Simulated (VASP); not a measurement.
# Si8O17 (a cell with a defect) in VASP: notebook

The runs below take Si8O17 (a cell with a defect) through single point, with PBE.

Program: VASP 6.6.1. These are calculated values, not measurements. Logs are shortened: lines on timing, memory, paths and dates and some standing lists are left out, and cuts for length are marked.

**1. The cell of the first run**

The cell holds a defect, 25 atoms: a = 5.908 Å, b = 5.908 Å, c = 5.331 Å, α = 90.00°, β = 90.00°, γ = 90.00°.

**2. Single point, PBE, collinear spin, zero start**

INCAR reads:

```
SYSTEM = Si8O17
PREC = Accurate
ENCUT = 520
EDIFF = 1E-6
ISMEAR = 0
SIGMA = 0.05
LREAL = Auto
LASPH = .TRUE.
NELM = 150
ALGO = Normal
ISIF = 2
LWAVE = .FALSE.
LCHARG = .FALSE.
ISPIN = 2
MAGMOM = 0 0 0 0 0 0 0 0 0 0 0 0 0 0 0 0 0 0 0 0 0 0 0 0 0
LORBIT = 11
GGA = PE
NBANDS = 89
```

KPOINTS reads:

```
regular mesh
0
G
  2 2 2
  0 0 0
```

POSCAR reads:

```
Si8O17
1.0
   -4.1773000000     -4.1773000000      0.0000000000
    4.1773000000     -4.1773000000      0.0000000000
    0.0000000000      0.0000000000      5.3310000000
Si O
8 17
Direct
    0.5109944222      0.4881842338      0.0128915776
    0.0055189955      0.4954098341      0.2498032264
    0.5110490029      0.4914767912      0.4948409304
    0.0051210112      0.4984789218      0.7493702870
   -0.0167639384      0.0021090178      0.0009810542
    0.4834558207      0.0004332942      0.2501765147
   -0.0165371173      0.0042382640      0.4973083849
    0.4729240179      0.0297001652      0.7484363159
    0.2021493548      0.4916595648      0.0006993059
   -0.0314223302      0.1944472506      0.2477527668
    0.8144485673      0.4976448902      0.0043217032
   -0.0035245254      0.8046874776      0.2502027762
    0.1991648912      0.4841958921      0.4973475896
   -0.0191207239      0.1955361118      0.7505259801
    0.8128841596      0.4983388792      0.4957713375
   -0.0135175831      0.8079690231      0.7488345526
    0.6737098126     -0.0055662749     -0.0031894579
    0.4929143226      0.6934151246      0.2528703808
    0.2852341225      0.0376833122      0.0140613393
    0.5158147607      0.3047102195      0.2523111986
    0.6744261844     -0.0055374285      0.5027325080
    0.5669565269      0.6611034640      0.7605317952
    0.2822120748      0.0490799081      0.4823721628
    0.5045797525      0.3070519235      0.7516122679
    0.3593313863      0.7723802456      0.7254773964
```

Potentials or basis: VASP PAW PBE potentials, release 64 (Si, O).

The run is started by

```console
cat potpaw_PBE.64/Si/POTCAR potpaw_PBE.64/O/POTCAR > POTCAR
mpirun -np 1 vasp_std > vasp.out
```

OUTCAR:

```text
SYSTEM = Si8O17
   PREC = Accurate
   ENCUT = 520
   EDIFF = 1E-6
   ISMEAR = 0
   LREAL = Auto
   LASPH = .TRUE.
   NELM = 150
   ISIF = 2
   ISPIN = 2
   LORBIT = 11
   GGA = PE

 ion  position               nearest neighbor table
   1  0.511  0.488  0.013-  20 1.67  22 1.72  24 1.76  18 1.77  11 1.79   9 1.83  25 2.44   3 2.57
                             3 2.76   8 3.06
   2  0.006  0.495  0.250-  11 1.73  15 1.74  13 1.75   9 1.76  10 1.79  12 1.83   4 2.66   4 2.67

   3  0.511  0.491  0.495-  20 1.70  24 1.75  18 1.76  22 1.77  15 1.78  13 1.84  25 2.25   1 2.57
                             1 2.76   8 3.05
   4  0.005  0.498  0.749-  11 1.77  15 1.77  13 1.77   9 1.78  14 1.80  16 1.83   2 2.66   2 2.67
[... 7 lines left out ...]
   8  0.473  0.030  0.748-  24 1.65  25 1.67  21 1.78  17 1.79  19 1.80  23 1.82  22 2.25   6 2.66
                             6 2.68   3 3.05   1 3.06
   9  0.202  0.492  0.001-   2 1.76   4 1.78   1 1.83
  10  0.969  0.194  0.248-   5 1.74   7 1.74   2 1.79
  11  0.814  0.498  0.004-   2 1.73   4 1.77   1 1.79
  12  0.996  0.805  0.250-   7 1.77   5 1.77   2 1.83
  13  0.199  0.484  0.497-   2 1.75   4 1.77   3 1.84
  14  0.981  0.196  0.751-   5 1.76   7 1.76   4 1.80
  15  0.813  0.498  0.496-   2 1.74   4 1.77   3 1.78
  16  0.986  0.808  0.749-   5 1.77   7 1.77   4 1.83
  17  0.674  0.994  0.997-   6 1.76   8 1.79   5 1.83
  18  0.493  0.693  0.253-   3 1.76   1 1.77   6 1.81
  19  0.285  0.038  0.014-   6 1.73   5 1.80   8 1.80
  20  0.516  0.305  0.252-   1 1.67   3 1.70   6 1.81
  21  0.674  0.994  0.503-   6 1.76   8 1.78   7 1.83
  22  0.567  0.661  0.761-  25 1.40   1 1.72   3 1.77   8 2.25
  23  0.282  0.049  0.482-   6 1.74   7 1.79   8 1.82
  24  0.505  0.307  0.752-   8 1.65   3 1.75   1 1.76
  25  0.359  0.772  0.725-  22 1.40   8 1.67   3 2.25   1 2.44

  LATTYP: Found a simple tetragonal cell.
 ALAT       =     5.9075943141
 C/A-ratio  =     0.9023977810

  Lattice vectors:

 A1 = (  -4.1773000000,  -4.1773000000,   0.0000000000)
 A2 = (   4.1773000000,  -4.1773000000,   0.0000000000)
 A3 = (   0.0000000000,   0.0000000000,   5.3310000000)

Analysis of symmetry for initial positions (statically):
=====================================================================
 Subroutine PRICEL returns:
 Original cell was already a primitive cell.

 Routine SETGRP: Setting up the symmetry group for a
 simple tetragonal supercell.

 Subroutine GETGRP returns: Found  1 space group operations
 (whereof  1 operations were pure point group operations)
 out of a pool of 16 trial point group operations.

[... 201 lines left out ...]
  ---------------------------------------------------
  ext. energy  EPLUGINS =         0.00000000
  ---------------------------------------------------
  free energy    TOTEN  =      -183.31273667 eV

  energy without entropy =     -183.31273667  energy(sigma->0) =     -183.31273667

 E-fermi :   9.1806     XC(G=0): -12.4960

 val. band max:        8.8876703890   @ k =   0.0000   0.5000   0.0000
 cond. band min:      13.7441790292   @ k =   0.5000   0.0000   0.0000
 fundamental gap:      4.8565086402
 Fermi energy:         9.1806051991

 spin component 1

 k-point     1 :       0.0000    0.0000    0.0000
  band No.  band energies     occupation
      1     -15.9719      1.00000
      2     -13.6018      1.00000
      3     -12.3348      1.00000
      4     -12.1717      1.00000
      5     -11.6288      1.00000
      6     -11.2603      1.00000
[... 645 lines left out ...]
     78      18.9269      0.00000
     79      18.9649      0.00000
 Fermi energy:         9.1806051991

 spin component 2

 k-point     1 :       0.0000    0.0000    0.0000
  band No.  band energies     occupation
      1     -15.9719      1.00000
      2     -13.6018      1.00000
      3     -12.3348      1.00000
      4     -12.1717      1.00000
      5     -11.6288      1.00000
      6     -11.2603      1.00000
[... 645 lines left out ...]
     78      18.9269      0.00000
     79      18.9649      0.00000
 [bands above 79 left out]

------------------------ aborting loop because EDIFF is reached ----------------------------------------

  FORCE on cell =-STRESS in cart. coord.  units (eV):
  Direction    XX          YY          ZZ          XY          YZ          ZX
  --------------------------------------------------------------------------------------
  -------------------------------------------------------------------------------------
  Total       38.2800486     27.2836561     28.0133922    -13.1279264      0.1463665     -1.4368095
  in kB      329.6499794    234.9541599    241.2383079   -113.0515978      1.2604405    -12.3731357
  external PRESSURE =     268.6141490 kB  Pullay stress =       0.0000000 kB

 VOLUME and BASIS-vectors are now :
 -----------------------------------------------------------------------------
  energy-cutoff  :      520.00
  volume of cell :      186.05
      direct lattice vectors                 reciprocal lattice vectors
    -4.177300000 -4.177300000  0.000000000    -0.119694540 -0.119694540  0.000000000
     4.177300000 -4.177300000  0.000000000     0.119694540 -0.119694540  0.000000000
     0.000000000  0.000000000  5.331000000     0.000000000  0.000000000  0.187582067

 POSITION                                       TOTAL-FORCE (eV/Angst)
 -----------------------------------------------------------------------------------
     -0.09529     -4.17387      0.06873        -0.026912      0.009556     -0.003881
      2.04642     -2.09253      1.33170        -0.009108     -0.014374     -0.001491
     -0.08176     -4.18785      2.63800        -0.040095     -0.002422      0.010874
      2.06090     -2.10369      3.99489         0.052814      0.017045     -0.002009
     -4.09846     -4.11608      0.00523         0.016399      0.035510     -0.014678
     -2.01773     -2.02135      1.33369         0.016835      0.021008      0.003695
[... 17 lines left out ...]
     -0.82513     -3.39043      4.00685         0.020643      0.009619      0.005558
      1.72543     -4.72750      3.86752         0.122036     -0.126592     -0.082955
 -----------------------------------------------------------------------------------
    total drift:                               -0.009199     -0.005448      0.001128

  FREE ENERGIE OF THE ION-ELECTRON SYSTEM (eV)
  ---------------------------------------------------
  free  energy   TOTEN  =      -183.3127366696 eV

  energy  without entropy=     -183.3127366696  energy(sigma->0) =     -183.31273667

 total charge

# of ion       s       p       d       tot
------------------------------------------
    1        0.604   0.919   0.000   1.523
    2        0.592   0.896   0.000   1.487
    3        0.595   0.892   0.000   1.487
    4        0.587   0.864   0.000   1.451
    5        0.589   0.878   0.000   1.467
    6        0.592   0.889   0.000   1.481
[... 17 lines left out ...]
   24        1.562   3.765   0.000   5.327
   25        1.629   3.515   0.000   5.144
--------------------------------------------------
tot         31.293  69.812   0.000 101.105

 magnetization (x)

# of ion       s       p       d       tot
------------------------------------------
    1       -0.000  -0.000   0.000  -0.000
    2        0.000  -0.000   0.000  -0.000
    3       -0.000  -0.000   0.000  -0.000
    4       -0.000  -0.000   0.000  -0.000
    5       -0.000  -0.000   0.000  -0.000
    6        0.000  -0.000   0.000  -0.000
[... 17 lines left out ...]
   24       -0.000  -0.000   0.000  -0.000
   25       -0.000  -0.000   0.000  -0.000
--------------------------------------------------
tot         -0.000   0.000   0.000   0.000
```

OSZICAR:

```text
N       E                     dE             d eps       ncg     rms          rms(c)
DAV:   1     0.724679314581E+03    0.72468E+03   -0.76256E+04  2848   0.149E+03
DAV:   2    -0.162690896971E+03   -0.88737E+03   -0.86596E+03  3377   0.337E+02
DAV:   3    -0.202272282369E+03   -0.39581E+02   -0.39358E+02  3576   0.717E+01
DAV:   4    -0.202650940385E+03   -0.37866E+00   -0.37788E+00  3480   0.785E+00
DAV:   5    -0.202655278604E+03   -0.43382E-02   -0.43357E-02  3424   0.781E-01    0.365E+01
DAV:   6    -0.183259979768E+03    0.19395E+02   -0.66866E+01  3328   0.289E+01    0.168E+01
DAV:   7    -0.183261610601E+03   -0.16308E-02   -0.33039E+00  3424   0.625E+00    0.625E+00
DAV:   8    -0.183290750951E+03   -0.29140E-01   -0.25023E-01  3352   0.235E+00    0.232E+00
DAV:   9    -0.183310008569E+03   -0.19258E-01   -0.44337E-02  3368   0.113E+00    0.514E-01
DAV:  10    -0.183312480064E+03   -0.24715E-02   -0.98140E-03  3432   0.434E-01    0.307E-01
DAV:  11    -0.183312621365E+03   -0.14130E-03   -0.94040E-04  3312   0.150E-01    0.158E-01
DAV:  12    -0.183312700395E+03   -0.79030E-04   -0.28747E-04  3424   0.766E-02    0.653E-02
DAV:  13    -0.183312731369E+03   -0.30975E-04   -0.35288E-05  3352   0.250E-02    0.145E-02
DAV:  14    -0.183312736255E+03   -0.48856E-05   -0.54816E-06  3240   0.116E-02    0.872E-03
DAV:  15    -0.183312736670E+03   -0.41471E-06   -0.15348E-06  2048   0.647E-03
   1 F= -.18331274E+03 E0= -.18331274E+03  d E =-.436769E-17  mag=     0.0000
```

stdout:

```text
POSCAR found type information on POSCAR SiO
 POSCAR found :  2 types and      25 ions
 scaLAPACK will be used
 LDA part: xc-table for (Slater+PW92), standard interpolation
 POSCAR, INCAR and KPOINTS ok, starting setup
 FFT: planning ... GRIDC
 FFT: planning ... GRID_SOFT
 FFT: planning ... GRID
 WAVECAR not read
 entering main loop
```

It took 13 min on 1 thread of AMD EPYC 7R13, shared host; peak memory 0.4 GiB.

What came out:

| Property | Result |
| --- | --- |
| Free energy | -183.3127 eV |
| Pressure | 26.9 GPa |
| Largest force | 0.433 eV/Å |
| Band gap on the k mesh | 4.86 eV |
| Net moment | 0.00 μB per cell |
| Valence electrons inside the program's atomic spheres | Si 1.52, 1.49, 1.45, 1.47, 1.48, 1.57; O 5.23, 5.27, 5.28, 5.25, 5.22, 5.26, 5.31, 5.24, 5.19, 5.33, 5.14 |

Forces in eV/Å, atoms in the order of the input:
```
Si  -0.027  0.010 -0.004
Si  -0.009 -0.014 -0.001
Si  -0.040 -0.002  0.011
Si   0.053  0.017 -0.002
Si   0.016  0.036 -0.015
Si   0.017  0.021  0.004
Si   0.024  0.041  0.017
Si   0.098 -0.075  0.006
O    0.021 -0.049 -0.034
O    0.031  0.000 -0.001
O   -0.001  0.019  0.014
O   -0.005  0.033  0.003
O    0.017 -0.064  0.035
O    0.026  0.014  0.000
O   -0.010  0.017 -0.023
O   -0.075 -0.013  0.001
O    0.005  0.034 -0.012
O    0.036  0.002  0.001
O    0.054  0.043  0.000
O   -0.020  0.067  0.012
O    0.011  0.020  0.012
O   -0.423 -0.079  0.047
O    0.058  0.041  0.006
O    0.021  0.010  0.006
O    0.122 -0.127 -0.083
```

Caveat: the k points lie up to 0.59 Å⁻¹ apart.

**3. Single point, PBE, collinear spin, zero start**

INCAR reads:

```
ALGO = Normal
EDIFF = 1E-6
ENCUT = 520
GGA = PE
ISIF = 2
ISMEAR = 0
ISPIN = 2
LASPH = True
LCHARG = True
LELF = True
LORBIT = 11
LREAL = Auto
LVHAR = True
LWAVE = False
MAGMOM = 0 0 0 0 0 0 0 0 0 0 0 0 0 0 0 0 0 0 0 0 0 0 0 0 0
NBANDS = 89
NELM = 150
PREC = Accurate
SIGMA = 0.05
```

KPOINTS reads:

```
k-points
0
Gamma
  2 2 2
```

POSCAR reads:

```
Si8O17
1.0
   -4.1773000000     -4.1773000000      0.0000000000
    4.1773000000     -4.1773000000      0.0000000000
    0.0000000000      0.0000000000      5.3310000000
Si O
8 17
Direct
    0.4972613889      0.4892224643      0.0179628588
   -0.0048118402      0.4972500180      0.2516953667
    0.4882611974      0.5095275657      0.4944440068
   -0.0078374788      0.4999153760      0.7509292816
   -0.0147515141      0.0045346276     -0.0024350028
    0.4884987911      0.0026936059      0.2443560308
   -0.0128652479      0.0033866373      0.4959864941
    0.4787029900      0.0320458191      0.7394066779
    0.1952948077      0.5042513107     -0.0008217970
   -0.0128057597      0.1938992890      0.2486141437
    0.8124962296      0.4757725086      0.0121470643
   -0.0142296459      0.8065426232      0.2460577753
    0.1810746176      0.4937306394      0.4950219471
   -0.0092589711      0.1962888708      0.7464445695
    0.7946392407      0.5021043497      0.4991639467
   -0.0069487468      0.8082562899      0.7483142000
    0.6799200440      0.0283206856     -0.0037846558
    0.4904018146      0.6990990592      0.2509870568
    0.2939053934      0.0120149379     -0.0031995873
    0.4923065138      0.3085406842      0.2573761020
    0.6806797453      0.0076059895      0.4993753517
    0.6070212817      0.6830897948      0.8316527856
    0.2871130874      0.0310347593      0.4832198462
    0.4847241041      0.3221226630      0.7468399925
    0.4136275824      0.7422659373      0.6857388858
```

Potentials or basis: VASP PAW PBE potentials, release 64 (Si, O).

The run is started by

```console
cat potpaw_PBE.64/Si/POTCAR potpaw_PBE.64/O/POTCAR > POTCAR
mpirun -np 1 vasp_std > vasp.out
```

OUTCAR:

```text
EDIFF = 1E-6
   ENCUT = 520
   GGA = PE
   ISIF = 2
   ISMEAR = 0
   ISPIN = 2
   LASPH = True
   LORBIT = 11
   LREAL = Auto
   NELM = 150
   PREC = Accurate

 ion  position               nearest neighbor table
   1  0.497  0.489  0.018-  22 1.65  20 1.66  24 1.75  18 1.76   9 1.79  11 1.86  25 2.37   3 2.54
                             3 2.79   8 3.08   6 3.12
   2  0.995  0.497  0.252-  11 1.68  13 1.70  15 1.77   9 1.79  10 1.79  12 1.83   4 2.66   4 2.67

   3  0.488  0.510  0.494-  18 1.71  20 1.73  24 1.74  25 1.77  15 1.81  13 1.82  22 2.19   1 2.54
                             1 2.79   8 3.11
   4  0.992  0.500  0.751-  11 1.76  13 1.76  15 1.78   9 1.79  14 1.79  16 1.82  22 2.56   2 2.66
                             2 2.67
   5  0.985  0.005  0.998-  10 1.74  14 1.75  16 1.76  12 1.77  17 1.81  19 1.82   7 2.66   7 2.67
[... 1606 lines left out ...]
     -2.02935     -2.05186      1.30266         0.000368      0.010673      0.005958
[... 17 lines left out ...]
     -0.67923     -3.37044      3.98140        -0.001152     -0.008583      0.009776
      1.37282     -4.82851      3.65567         0.238314      0.099140     -0.181744
 -----------------------------------------------------------------------------------
    total drift:                                0.000151     -0.000663      0.020277

  FREE ENERGIE OF THE ION-ELECTRON SYSTEM (eV)
  ---------------------------------------------------
  free  energy   TOTEN  =      -183.5733267784 eV

  energy  without entropy=     -183.5733267784  energy(sigma->0) =     -183.57332678

 total charge

# of ion       s       p       d       tot
------------------------------------------
    1        0.618   0.951   0.000   1.569
    2        0.598   0.913   0.000   1.512
    3        0.592   0.891   0.000   1.483
    4        0.587   0.863   0.000   1.449
    5        0.589   0.877   0.000   1.466
    6        0.590   0.885   0.000   1.475
[... 17 lines left out ...]
   24        1.553   3.739   0.000   5.292
   25        1.605   3.555   0.000   5.160
--------------------------------------------------
tot         31.289  69.816   0.000 101.105

 magnetization (x)

# of ion       s       p       d       tot
------------------------------------------
    1        0.000   0.000   0.000   0.000
    2        0.000  -0.000   0.000   0.000
    3       -0.000  -0.000   0.000  -0.000
    4        0.000   0.000   0.000   0.000
    5        0.000  -0.000   0.000  -0.000
    6        0.000  -0.000   0.000  -0.000
[... 17 lines left out ...]
   24       -0.000  -0.000   0.000  -0.000
   25        0.000  -0.000   0.000  -0.000
--------------------------------------------------
tot         -0.000  -0.000   0.000  -0.000
```

OSZICAR:

```text
N       E                     dE             d eps       ncg     rms          rms(c)
DAV:   1     0.723050587789E+03    0.72305E+03   -0.76264E+04  2848   0.149E+03
DAV:   2    -0.162743985664E+03   -0.88579E+03   -0.86311E+03  3378   0.337E+02
DAV:   3    -0.202426077670E+03   -0.39682E+02   -0.39462E+02  3576   0.718E+01
DAV:   4    -0.202808415720E+03   -0.38234E+00   -0.38156E+00  3472   0.788E+00
DAV:   5    -0.202812828417E+03   -0.44127E-02   -0.44099E-02  3432   0.785E-01    0.366E+01
DAV:   6    -0.183510660404E+03    0.19302E+02   -0.66855E+01  3303   0.288E+01    0.167E+01
DAV:   7    -0.183517458268E+03   -0.67979E-02   -0.32304E+00  3456   0.611E+00    0.625E+00
DAV:   8    -0.183551568417E+03   -0.34110E-01   -0.25625E-01  3336   0.237E+00    0.226E+00
DAV:   9    -0.183570552995E+03   -0.18985E-01   -0.44084E-02  3376   0.112E+00    0.531E-01
DAV:  10    -0.183573064349E+03   -0.25114E-02   -0.93049E-03  3432   0.418E-01    0.314E-01
DAV:  11    -0.183573210806E+03   -0.14646E-03   -0.81030E-04  3336   0.139E-01    0.169E-01
DAV:  12    -0.183573287823E+03   -0.77017E-04   -0.30783E-04  3432   0.797E-02    0.676E-02
DAV:  13    -0.183573321274E+03   -0.33452E-04   -0.39660E-05  3304   0.279E-02    0.137E-02
DAV:  14    -0.183573326134E+03   -0.48596E-05   -0.54296E-06  3328   0.108E-02    0.837E-03
DAV:  15    -0.183573326778E+03   -0.64438E-06   -0.12955E-06  2040   0.570E-03
   1 F= -.18357333E+03 E0= -.18357333E+03  d E =-.628053E-14  mag=    -0.0000
```

Run time: 12 min. Hardware: 1 thread of AMD EPYC 7R13, shared host; peak memory 0.4 GiB.

Results:

* Free energy: -183.5733 eV
* Pressure: 26.8 GPa
* Largest force: 0.338 eV/Å
* Band gap on the k mesh: 5.25 eV
* Net moment: 0.00 μB per cell
* Valence electrons inside the program's atomic spheres: Si 1.57, 1.51, 1.48, 1.45, 1.47, 1.49; O 5.23, 5.28, 5.26, 5.24, 5.27, 5.25, 5.30, 5.16, 5.29

Forces on the atoms (eV/Å):
```
Si  -0.019  0.013 -0.002
Si  -0.005 -0.004  0.010
Si   0.000  0.020  0.025
Si   0.008 -0.003 -0.002
Si   0.000  0.000 -0.010
Si   0.000  0.011  0.006
Si  -0.004  0.002  0.014
Si   0.016 -0.003  0.002
O   -0.011 -0.013  0.005
O    0.021 -0.017 -0.005
O    0.042  0.020 -0.021
O   -0.017  0.017 -0.002
O   -0.012 -0.019  0.003
O    0.011 -0.010 -0.001
O    0.012  0.005 -0.005
O   -0.011  0.013 -0.003
O   -0.009 -0.002 -0.012
O    0.024 -0.023 -0.011
O    0.008  0.012 -0.001
O   -0.029  0.026  0.006
O   -0.020 -0.013  0.000
O   -0.251 -0.143  0.176
O    0.009  0.020  0.000
O   -0.001 -0.009  0.010
O    0.238  0.099 -0.182
```

Levels at points of the mesh, in eV from the valence-band top:
Spin up:
```
           k point  band 64  band 65  band 66  band 67  band 68  band 69  band 70  band 71
(0.00, 0.00, 0.00)    -0.95    -0.78    -0.55    -0.12     5.29     5.70     6.78     6.90
(0.50, 0.00, 0.00)    -1.07    -0.88    -0.47    -0.36     5.27     6.60     6.81     7.68
(0.00, 0.50, 0.00)    -1.14    -1.13    -0.84    -0.09     5.41     6.81     6.90     7.56
(0.50, 0.50, 0.00)    -1.21    -0.92    -0.50    -0.49     5.35     7.47     7.64     7.79
(0.00, 0.00, 0.50)    -1.00    -0.74    -0.51    -0.07     5.32     7.17     7.64     7.73
(0.50, 0.00, 0.50)    -0.96    -0.92    -0.48    -0.06     5.25     7.47     7.71     7.88
(0.00, 0.50, 0.50)    -0.87    -0.77    -0.68    -0.10     5.37     7.46     7.87     7.98
(0.50, 0.50, 0.50)    -1.35    -1.01    -0.28     0.00     5.29     8.29     8.73     8.80
```
Spin down:
```tsv
k point	band 64	band 65	band 66	band 67	band 68	band 69	band 70	band 71
(0.00, 0.00, 0.00)	-0.95	-0.78	-0.55	-0.12	5.29	5.70	6.78	6.90
(0.50, 0.00, 0.00)	-1.07	-0.88	-0.47	-0.36	5.27	6.60	6.81	7.68
(0.00, 0.50, 0.00)	-1.14	-1.13	-0.84	-0.09	5.41	6.81	6.90	7.56
(0.50, 0.50, 0.00)	-1.21	-0.92	-0.50	-0.49	5.35	7.47	7.64	7.79
(0.00, 0.00, 0.50)	-1.00	-0.74	-0.51	-0.07	5.32	7.17	7.64	7.73
(0.50, 0.00, 0.50)	-0.96	-0.92	-0.48	-0.06	5.25	7.47	7.71	7.88
(0.00, 0.50, 0.50)	-0.87	-0.77	-0.68	-0.10	5.37	7.46	7.87	7.98
(0.50, 0.50, 0.50)	-1.35	-1.01	-0.28	0.00	5.29	8.29	8.73	8.80
```

Caveat: the k points lie up to 0.59 Å⁻¹ apart.

(Continued in part 2 of 2.)
